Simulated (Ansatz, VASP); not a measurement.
One calculation of LiH, two programs

```xyz
2
Lattice="0.0000 2.0368 2.0368 2.0368 0.0000 2.0368 2.0368 2.0368 0.0000" Properties=species:S:1:pos:R:3 pbc="T T T"
Li    0.0000    0.0000    0.0000
H     2.0368    2.0368    2.0368
```

Alike in both runs: task single point; functional PBE; dispersion D3(BJ); k mesh 8 × 8 × 8; occupations gaussian, width 0.1 eV; no spin polarisation.

```csv
,VASP,Ansatz
version,VASP 6.6.1,Ansatz 0.2.0
potentials or method,"VASP PAW PBE potentials, release 64 (Li_sv, H), cutoff 750 eV","scalar-relativistic, plane waves, PAW"
valence electrons in the cell,4,4
```

```tsv
	VASP	Ansatz	Ansatz less VASP
gap on the k mesh at the Fermi level (eV)	3.01	3.02	+0.005
least direct gap on the mesh (eV)	3.01	3.02	+0.005
pressure (GPa)	-4.9	-4.7	+0.17
```
